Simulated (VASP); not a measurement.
# PbS (P-6m2) in VASP: settings compared

Aim: see how the results for PbS move with the level of theory and the settings. Levels: PBEsol-based screened hybrid with 25 % exact exchange, r2SCAN0, r2SCANh. Tasks: single point.

Everything below comes from runs of VASP 6.6.1. Logs are shortened: lines on timing, memory, paths and dates and some standing lists are left out, and cuts for length are marked.

## (1) The cell of the first run

Symmetry: P-6m2, No. 187, hexagonal system. Conventional cell: a = 3.960 Å, b = 3.960 Å, c = 3.769 Å, α = 90.00°, β = 90.00°, γ = 120.00°. Pb (site symmetry -6m2) has 6 S at 2.96 Å and 8 Pb at 3.77 to 3.96 Å within 4.0 Å. S (site symmetry -6m2) has 6 Pb at 2.96 Å and 8 S at 3.77 to 3.96 Å within 4.0 Å.

## (2) Single point, PBEsol-based screened hybrid with 25 % exact exchange

File POSCAR:

```
PbS
1.0
    3.9596279700      0.0000000000      0.0000000000
   -1.9798139850      3.4291384115      0.0000000000
    0.0000000000      0.0000000000      3.7686793242
Pb S
1 1
Direct
    0.0000000000      0.0000000000      0.0000000000
    0.6666666667      0.3333333333      0.5000000000
```

File INCAR.step1:

```
SYSTEM = PbS
  ALGO = Normal
  EDIFF = 1E-5
  ENCUT = 520
  GGA = PE
  ISIF = 2
  ISMEAR = -1
  LASPH = .TRUE.
  LCHARG = .FALSE.
  LREAL = .FALSE.
  LWAVE = .TRUE.
  NBANDS = 17
  NELM = 60
  PREC = Accurate
  SIGMA = 0.05
```

File INCAR.step2:

```
SYSTEM = PbS
  AEXX = 0.25
  ALGO = Normal
  EDIFF = 1E-6
  ENCUT = 520
  GGA = PS
  HFSCREEN = 0.207
  ISIF = 2
  ISMEAR = -1
  ISTART = 1
  LASPH = .TRUE.
  LCHARG = .FALSE.
  LHFCALC = .TRUE.
  LREAL = .FALSE.
  LWAVE = .FALSE.
  NBANDS = 17
  NELM = 60
  PREC = Accurate
  PRECFOCK = Normal
  SIGMA = 0.05
```

File KPOINTS:

```
k-points
0
G
  4 4 4
  0 0 0
```

Potentials or basis: VASP PAW PBE potentials, release 64 (Pb_d, S).

Started as:

```console
cat potpaw_PBE.64/Pb_d/POTCAR potpaw_PBE.64/S/POTCAR > POTCAR
cp INCAR.step1 INCAR
mpirun -np 1 vasp_std > vasp.out
cp INCAR.step2 INCAR
mpirun -np 1 vasp_std > vasp.out
```

OUTCAR:

```text
SYSTEM = PbS
   AEXX = 0.25
   EDIFF = 1E-6
   ENCUT = 520
   GGA = PS
   HFSCREEN = 0.207
   ISIF = 2
   ISMEAR = -1
   ISTART = 1
   LASPH = .TRUE.
   LHFCALC = .TRUE.
   LREAL = .FALSE.
   NELM = 60
   PREC = Accurate
   PRECFOCK = Normal

 ion  position               nearest neighbor table
   1  0.000  0.000  0.000-   2 2.96   2 2.96   2 2.96   2 2.96   2 2.96   2 2.96
   2  0.667  0.333  0.500-   1 2.96   1 2.96   1 2.96   1 2.96   1 2.96   1 2.96

  LATTYP: Found a hexagonal cell.
 ALAT       =     3.9596279700
 C/A-ratio  =     0.9517761145

  Lattice vectors:

 A1 = (   3.9596279700,   0.0000000000,   0.0000000000)
 A2 = (  -1.9798139850,   3.4291384115,   0.0000000000)
 A3 = (   0.0000000000,   0.0000000000,   3.7686793242)

Analysis of symmetry for initial positions (statically):
=====================================================================
 Subroutine PRICEL returns:
 Original cell was already a primitive cell.

 Routine SETGRP: Setting up the symmetry group for a
 hexagonal supercell.

 Subroutine GETGRP returns: Found 12 space group operations
 (whereof 12 operations were pure point group operations)
 out of a pool of 24 trial point group operations.

The static configuration has the point symmetry D_3h.

Analysis of symmetry for dynamics (positions and initial velocities):
=====================================================================
 Subroutine PRICEL returns:
 Original cell was already a primitive cell.

 Routine SETGRP: Setting up the symmetry group for a
 hexagonal supercell.

 Subroutine GETGRP returns: Found 12 space group operations
 (whereof 12 operations were pure point group operations)
 out of a pool of 24 trial point group operations.

The dynamic configuration has the point symmetry D_3h.

 Subroutine INISYM returns: Found 12 space group operations
 (whereof 12 operations are pure point group operations),
 and found     1 'primitive' translations

----------------------------------------------------------------------------------------

                                     Primitive cell

  volume of cell :      51.1716

  direct lattice vectors                    reciprocal lattice vectors
     3.959627970  0.000000000  0.000000000     0.252548979  0.145809221  0.000000000
    -1.979813985  3.429138411  0.000000000     0.000000000  0.291618442  0.000000000
     0.000000000  0.000000000  3.768679324     0.000000000  0.000000000  0.265344943

  length of vectors
     3.959627970  3.959627970  3.768679324     0.291618442  0.291618442  0.265344943

  position of ions in fractional coordinates (direct lattice)
     0.000000000  0.000000000  0.000000000
     0.666666667  0.333333333  0.500000000

  ion indices of the primitive-cell ions
   primitive index   ion index
                 1           1
                 2           2

----------------------------------------------------------------------------------------

 KPOINTS: k-points

Automatic generation of k-mesh.
 Grid dimensions read from file:
 generate k-points for:    4    4    4

 Generating k-lattice:

  Cartesian coordinates                     Fractional coordinates (reciprocal lattice)
     0.063137245  0.036452305  0.000000000     0.250000000  0.000000000  0.000000000
     0.000000000  0.072904610  0.000000000     0.000000000  0.250000000  0.000000000
     0.000000000  0.000000000  0.066336236     0.000000000  0.000000000  0.250000000

  Length of vectors
     0.072904610  0.072904610  0.066336236

  Shift w.r.t. Gamma in fractional coordinates (k-lattice)
     0.000000000  0.000000000  0.000000000

 Subroutine IBZKPT returns following result:
 ===========================================

 Found     12 irreducible k-points:

 Following reciprocal coordinates:
            Coordinates               Weight
  0.000000  0.000000  0.000000      1.000000
  0.250000 -0.000000  0.000000      6.000000
  0.500000 -0.000000  0.000000      3.000000
  0.250000  0.250000  0.000000      6.000000
  0.000000  0.000000  0.250000      2.000000
  0.250000 -0.000000  0.250000     12.000000
  0.500000 -0.000000  0.250000      6.000000
  0.250000  0.250000  0.250000     12.000000
  0.000000  0.000000  0.500000      1.000000
  0.250000 -0.000000  0.500000      6.000000
  0.500000 -0.000000  0.500000      3.000000
  0.250000  0.250000  0.500000      6.000000
   k-points           NKPTS =     12   k-points in BZ     NKDIM =     64   number of bands    NBANDS=     17
   number of dos      NEDOS =    301   number of ions     NIONS =      2
   total plane-waves  NPLWV =  25200
   dimension x,y,z NGX =    30 NGY =   30 NGZ =   28
   dimension x,y,z NGXF=    60 NGYF=   60 NGZF=   56
   ions per type =               1   1
   NGX,Y,Z   is equivalent  to a cutoff of  12.60, 12.60, 12.35 a.u.
   NGXF,Y,Z  is equivalent  to a cutoff of  25.19, 25.19, 24.70 a.u.
 SYSTEM =  PbS
   PREC   = accura    normal or accurate (medium, high low for compatibility)
   ISTART =      1    job   : 0-new  1-cont  2-samecut
   ICHARG =      0    charge: 1-file 2-atom 10-const
   ISPIN  =      1    spin polarized calculation?
   LNONCOLLINEAR =      F non collinear calculations
   LSORBIT =      F    spin-orbit coupling
   LASPH  =      T    aspherical Exc in radial PAW
   ENCUT  =  520.0 eV  38.22 Ry    6.18 a.u.   7.36  7.36  7.01*2*pi/ulx,y,z
   NELM   =     60;   NELMIN=  2; NELMDL=  0     # of ELM steps
   EDIFF  = 0.1E-05   stopping-criterion for ELM
   LREAL  =      F    real-space projection
   EDIFFG = 0.1E-04   stopping-criterion for IOM
   NSW    =      0    number of steps for IOM
   IBRION =     -1    ionic relax: 0-MD 1-quasi-New 2-CG
   NFREE  =      0    steps in history (QN), initial steepest desc. (CG)
   ISIF   =      2    stress and relaxation
   ISYM   =      3    0-nonsym 1-usesym 2-fastsym
   POTIM  = 0.5000    time-step for ionic-motion
   TEBEG  =    0.0;   TEEND  =   0.0 temperature during run
   PSTRESS=    0.0 pullay stress
   NELECT =      20.0000    total number of electrons
   NUPDOWN=      -1.0000    fix difference up-down
   EMIN   =  10.00;   EMAX   =-10.00  energy-range for DOS
   EFERMI =   0.00;   METHOD = LEGACY
   ISMEAR =    -1;   SIGMA  =   0.05  broadening in eV -4-tet -1-fermi 0-gaus
   EFERMI_NEDOS =   21; number of points for ismear=-14 and -15
   IALGO  =     38    algorithm
   IMIX   =      1    mixing-type and parameters
     AMIX     =   0.40;   BMIX     =  1.00
     AMIX_MAG =   1.60;   BMIX_MAG =  1.00
  volume/ion in A,a.u.               =      25.59       172.66
  Fermi-wavevector in a.u.,A,eV,Ry     =   1.196948  2.261904 19.492858  1.432685
  Thomas-Fermi vector in A             =   2.332875
   LORBIT       =      0    0 simple, 1 ext, 2 COOP (PROOUT), +10 PAW based schemes
   GGA     = PS    functional components
   LHFCALC =     T    Hartree Fock is set to
   PRECFOCK=normal    Normal, Fast or Accurate (Low or Medium for compatibility)
   ENCUT4O =  -1.0   cutoff for four orbital integrals eV
   NKREDX  =     1    reduce k-point grid by
   NKREDY  =     1    reduce k-point grid by
   NKREDZ  =     1    reduce k-point grid by
   AEXX    =    0.2500 exact exchange contribution
   HFSCREEN=    0.2070 screening length (either q_TF or 0.3 A-1)
   HFSCREENC=   0.2070 screening length for correlation (either q_TF or 0.3 A-1)
   ENCUTFOCK=  -1.0 apply spherical cutoff to Coloumb kernel
   IVDW    =     0    specifies the selected vdW correction
   LEPSILON=     F    determine dielectric tensor
   LRPA    =     F    only Hartree local field effects (RPA)
 non-spin polarized calculation
  energy-cutoff  :      520.00
  volume of cell :       51.17
 maximum number of plane-waves:      1400
 NGX is ok and might be reduce to    30
  NGX = 24; NGY = 24; NGZ = 24

 number of electron      20.0000005 magnetization

 Free energy of the ion-electron system (eV)
  ---------------------------------------------------
  ext. energy  EPLUGINS =         0.00000000
  ---------------------------------------------------
  free energy    TOTEN  =       -10.61117423 eV

  energy without entropy =      -10.60676239  energy(sigma->0) =      -10.60896831

 E-fermi :   5.8295     XC(G=0):  -8.2522

 val. band max:        5.1416044139   @ k =   0.2500   0.2500   0.0000
 cond. band min:       5.9132404421   @ k =   0.2500   0.2500   0.5000
 fundamental gap:      0.7716360282
 Fermi energy:         5.8295259562

 k-point     1 :       0.0000    0.0000    0.0000
  band No.  band energies     occupation
      1     -13.0560      2.00000
      2     -13.0418      2.00000
      3     -13.0418      2.00000
      4     -12.9245      2.00000
      5     -12.9245      2.00000
      6      -9.6145      2.00000
[... 9 lines left out ...]
     16      17.9797      0.00000
     17      17.9974      0.00000

 k-point     2 :       0.2500   -0.0000    0.0000
  band No.  band energies     occupation
      1     -13.0698      2.00000
      2     -13.0286      2.00000
      3     -12.9958      2.00000
      4     -12.9509      2.00000
      5     -12.9298      2.00000
      6      -9.0447      2.00000
[... 9 lines left out ...]
     16      17.2434      0.00000
     17      17.7675      0.00000

 k-point     3 :       0.5000   -0.0000    0.0000
  band No.  band energies     occupation
      1     -13.0959      2.00000
      2     -13.0036      2.00000
      3     -12.9770      2.00000
      4     -12.9491      2.00000
      5     -12.9352      2.00000
      6      -8.2289      2.00000
[... 9 lines left out ...]
     16      17.6581      0.00000
     17      18.1327      0.00000

 k-point     4 :       0.2500    0.2500    0.0000
  band No.  band energies     occupation
      1     -13.0585      2.00000
      2     -13.0171      2.00000
      3     -12.9739      2.00000
      4     -12.9684      2.00000
      5     -12.9438      2.00000
      6      -8.2571      2.00000
[... 9 lines left out ...]
     16      15.5791      0.00000
     17      18.2489      0.00000
[... 103 lines left out ...]
      1     -13.0522      2.00000
      2     -13.0420      2.00000
      3     -12.9884      2.00000
      4     -12.9863      2.00000
      5     -12.8953      2.00000
      6      -7.9058      2.00000
[... 9 lines left out ...]
     16      16.2310      0.00000
     17      17.9555      0.00000

 k-point    11 :       0.5000   -0.0000    0.5000
  band No.  band energies     occupation
      1     -13.1196      2.00000
      2     -13.0581      2.00000
      3     -12.9984      2.00000
      4     -12.9432      2.00000
      5     -12.8623      2.00000
      6      -7.4328      2.00000
[... 9 lines left out ...]
     16      19.8184      0.00000
     17      20.9538      0.00000

 k-point    12 :       0.2500    0.2500    0.5000
  band No.  band energies     occupation
      1     -13.1040      2.00000
      2     -13.0246      2.00000
      3     -13.0142      2.00000
      4     -12.9729      2.00000
      5     -12.8669      2.00000
      6      -7.4394      2.00000
[... 9 lines left out ...]
     16      18.8403      0.00000
     17      19.6236      0.00000

------------------------ aborting loop because EDIFF is reached ----------------------------------------

  FORCE on cell =-STRESS in cart. coord.  units (eV):
  Direction    XX          YY          ZZ          XY          YZ          ZX
  --------------------------------------------------------------------------------------
  -------------------------------------------------------------------------------------
  Total       -0.0408761     -0.0408761     -0.0321346      0.0000000      0.0000000     -0.0000000
  in kB       -1.2798271     -1.2798271     -1.0061305      0.0000000      0.0000000     -0.0000000
  external PRESSURE =      -1.1885949 kB  Pullay stress =       0.0000000 kB

 VOLUME and BASIS-vectors are now :
 -----------------------------------------------------------------------------
  energy-cutoff  :      520.00
  volume of cell :       51.17
      direct lattice vectors                 reciprocal lattice vectors
     3.959627970  0.000000000  0.000000000     0.252548979  0.145809221  0.000000000
    -1.979813985  3.429138411  0.000000000     0.000000000  0.291618442  0.000000000
     0.000000000  0.000000000  3.768679324     0.000000000  0.000000000  0.265344943

 POSITION                                       TOTAL-FORCE (eV/Angst)
 -----------------------------------------------------------------------------------
      0.00000      0.00000      0.00000         0.000000     -0.000000      0.000000
      1.97981      1.14305      1.88434        -0.000000      0.000000      0.000000
 -----------------------------------------------------------------------------------
    total drift:                                0.000002     -0.000001     -0.000000

  FREE ENERGIE OF THE ION-ELECTRON SYSTEM (eV)
  ---------------------------------------------------
  free  energy   TOTEN  =       -10.6111742350 eV

  energy  without entropy=      -10.6067623886  energy(sigma->0) =      -10.60896831
```

Run time: 13 min. Hardware: 1 thread of Intel Xeon 8259CL, shared host; peak memory 0.29 GiB.

What came out:

- Free energy: -10.6112 eV
- Pressure: -0.1 GPa
- Band gap on the k mesh: zero (bands 10 and 11 overlap by 0.06 eV)

Caveat: the k points lie up to 0.46 Å⁻¹ apart; the PAW data sets were made with another functional, which shifts forces and pressure a little; spin-orbit coupling is left out, which moves the levels of the heavy elements.

## (3) Single point, r2SCAN0

This run uses another cell than the first one, of 27.44 Å³/atom.

File POSCAR:

```
PbS
1.0
    4.0896976867      0.0000000000      0.0000000000
   -2.0448488433      3.5417820905      0.0000000000
    0.0000000000      0.0000000000      3.7881670000
Pb S
1 1
Direct
    0.0000000000      0.0000000000      0.0000000000
    0.6666666667      0.3333333333      0.5000000000
```

File INCAR.step1:

```
  ALGO = Normal
  EDIFF = 1E-5
  ENCUT = 520
  GGA = PE
  ISIF = 2
  ISMEAR = -1
  LASPH = T
  LCHARG = F
  LREAL = F
  LWAVE = T
  NBANDS = 17
  NELM = 60
  PREC = Accurate
  SIGMA = 0.05
```

File INCAR.step2:

```
  AEXX = 0.25
  ALGO = Normal
  EDIFF = 1E-7
  ENCUT = 520
  ISIF = 2
  ISMEAR = -1
  ISTART = 1
  LASPH = T
  LCHARG = F
  LHFCALC = T
  LMIXTAU = T
  LREAL = F
  LWAVE = F
  METAGGA = R2SCAN
  NBANDS = 17
  NELM = 60
  PREC = Accurate
  PRECFOCK = Normal
  SIGMA = 0.05
```

File KPOINTS:

```
k-points
0
Gamma
  4 4 4
```

Potentials or basis: VASP PAW PBE potentials, release 64 (Pb_d, S).

Started as:

```console
cat potpaw_PBE.64/Pb_d/POTCAR potpaw_PBE.64/S/POTCAR > POTCAR
cp INCAR.step1 INCAR
mpirun -np 1 vasp_std > vasp.out
cp INCAR.step2 INCAR
mpirun -np 1 vasp_std > vasp.out
```

It took 18 min on 1 thread of Intel Xeon 8259CL, shared host; peak memory 0.19 GiB.

It converged, with:

| Item | Value |
| --- | --- |
| Free energy | -54.1459 eV |
| Pressure | -1.7 GPa |
| Band gap on the k mesh | 1.41 eV (least direct gap 2.25 eV) |

Stress tensor (GPa, compression positive):
```
-1.78  0.00  0.00
 0.00 -1.78  0.00
 0.00  0.00 -1.40
```

Levels at points of the mesh, in eV from the valence-band top:
```csv
k point,band 8,band 9,band 10,band 11,band 12,band 13
"(0.00, 0.00, 0.00)",-2.70,-2.15,-2.15,4.93,4.93,6.87
"(0.50, 0.00, 0.00)",-3.27,-1.95,-1.58,3.20,5.42,6.98
"(0.00, 0.00, 0.50)",-1.49,-1.49,0.00,2.25,5.39,5.39
"(0.50, 0.00, 0.50)",-4.80,-4.68,-1.86,3.47,4.15,4.25
```

Caveat: the k points lie up to 0.44 Å⁻¹ apart; the PAW data sets were made with another functional, which shifts forces and pressure a little; spin-orbit coupling is left out, which moves the levels of the heavy elements. A k mesh can miss the band edges.

## (4) Single point, r2SCANh

This run uses another cell than the first one, of 27.44 Å³/atom.

POSCAR is that of step 3.

File INCAR.step1:

```
ALGO = Normal ; EDIFF = 1E-5
ENCUT = 520 ; GGA = PE
ISIF = 2 ; ISMEAR = -1
LASPH = True ; LREAL = False
LWAVE = True ; NBANDS = 17
NELM = 80 ; PREC = Accurate
SIGMA = 0.05
```

File INCAR.step2:

```
AEXX = 0.1 ; ALGO = Normal
EDIFF = 1E-6 ; ENCUT = 520
ISIF = 2 ; ISMEAR = -1
ISTART = 1 ; LASPH = True
LCHARG = True ; LELF = True
LHFCALC = True ; LMIXTAU = True
LREAL = False ; LVHAR = True
LWAVE = False ; METAGGA = R2SCAN
NBANDS = 17 ; NELM = 80
PREC = Accurate ; PRECFOCK = Normal
SIGMA = 0.05
```

KPOINTS is that of step 3.

Started as:

```console
cat potpaw_PBE.64/Pb_d/POTCAR potpaw_PBE.64/S/POTCAR > POTCAR
cp INCAR.step1 INCAR
mpirun -np 1 vasp_std > vasp.out
cp INCAR.step2 INCAR
mpirun -np 1 vasp_std > vasp.out
```

Run time: 11 min. Hardware: 1 thread of Intel Xeon 8259CL, shared host; peak memory 0.19 GiB.

Results (log left out):

* Free energy: -60.8486 eV
* Pressure: -1.2 GPa
* Band gap on the k mesh: 0.79 eV (least direct gap 1.62 eV)

Stress tensor (GPa, compression positive):
```
-1.44  0.00  0.00
 0.00 -1.44  0.00
 0.00  0.00 -0.86
```

Levels at points of the mesh, in eV from the valence-band top:
| k point | band 8 | band 9 | band 10 | band 11 | band 12 | band 13 |
| --- | --- | --- | --- | --- | --- | --- |
| (0.00, 0.00, 0.00) | -2.47 | -1.95 | -1.95 | 4.18 | 4.18 | 6.16 |
| (0.50, 0.00, 0.00) | -3.02 | -1.87 | -1.42 | 2.55 | 4.67 | 6.17 |
| (0.00, 0.00, 0.50) | -1.33 | -1.33 | 0.00 | 1.62 | 4.60 | 4.60 |
| (0.50, 0.00, 0.50) | -4.46 | -4.38 | -1.68 | 2.77 | 3.43 | 3.54 |

Caveat: the k points lie up to 0.44 Å⁻¹ apart; the PAW data sets were made with another functional, which shifts forces and pressure a little; spin-orbit coupling is left out, which moves the levels of the heavy elements. A k mesh can miss the band edges.

## (5) Overview

```csv
level,cell,share of exact exchange,screening parameter,gap on the mesh (eV),pressure (GPa)
PBEsol-based screened hybrid with 25 % exact exchange,"a = 3.960, b = 3.960, c = 3.769 Å, angles 90.0, 90.0, 120.0°, 2 atoms",0.25,0.207 1/Å,none,-0.1
r2SCAN0,"a = 4.090, b = 4.090, c = 3.788 Å, angles 90.0, 90.0, 120.0°, 2 atoms",0.25,-,1.41,-1.7
r2SCANh,"a = 4.090, b = 4.090, c = 3.788 Å, angles 90.0, 90.0, 120.0°, 2 atoms",0.1,-,0.79,-1.2
```

Alike in all rows: task single point; potentials or basis VASP PAW PBE potentials, release 64 (Pb_d, S); no spin polarisation; k mesh 4 × 4 × 4; cutoff (eV) 520; smearing fermi-dirac 0.05 eV.

Caveats: all runs use coarse meshes; the PAW data sets were made with another functional, which shifts forces and pressure a little; spin-orbit coupling is left out, which moves the levels of the heavy elements.

Absolute energies hang on the potentials; compare differences alone.

The gap in the log of VASP goes by the Fermi energy; the results here count the filled bands.